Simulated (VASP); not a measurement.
Set up this calculation in VASP 6.6.1, as the native input.

```
Task                   : single point
Functional             : PBE
Potentials or basis    : VASP PAW PBE potentials, release 64 (Mo_sv, Te)
Cutoff                 : 500 eV
k mesh                 : 8 × 8 × 8
Occupations            : fermi-dirac, width 0.02 eV
Spin                   : no spin polarisation
Dipole correction      : no
Further INCAR settings : ALGO = Normal; EDIFF = 1e-06; NBANDS = 20
```

The structure of Te2Mo lies in POSCAR:

```
Te2Mo
1.0
    1.7509539884      1.0109137566      7.0687660163
   -1.7509539884      1.0109137566      7.0687660163
    0.0000000000     -2.0218275130      7.0687660163
Mo Te
1 2
Direct
    0.0000000000      0.0000000000      0.0000000000
    0.2465646677      0.2465646677      0.2465646677
    0.7534353323      0.7534353323      0.7534353323
```

One way to write it, as run:

INCAR

```
SYSTEM = Te2Mo
ALGO = Normal
EDIFF = 1E-6
ENCUT = 500
GGA = PE
GGA_COMPAT = .FALSE.
ISIF = 2
ISMEAR = -1
LASPH = .TRUE.
LCHARG = .TRUE.
LELF = .TRUE.
LREAL = .FALSE.
LVHAR = .TRUE.
LWAVE = .FALSE.
NBANDS = 20
NELM = 120
PREC = Accurate
SIGMA = 0.02
```

KPOINTS

```
k-points
0
G
  8 8 8
  0 0 0
```

Potentials or basis: VASP PAW PBE potentials, release 64 (Mo_sv, Te).

Command:

```bash
$ cat potpaw_PBE.64/Mo_sv/POTCAR potpaw_PBE.64/Te/POTCAR > POTCAR
$ mpirun -np 1 vasp_std > vasp.out
```

It gave:

* Pressure: 1.8 GPa
* Largest force: 0.260 eV/Å
* Band gap on the k mesh: 0.03 eV (least direct gap 0.12 eV)

Caveat: spin-orbit coupling is left out, which moves the levels of the heavy elements.

Wall time 9.6 min on 1 thread of Intel Xeon 8259CL, with other jobs on the host, peak memory 0.43 GiB.
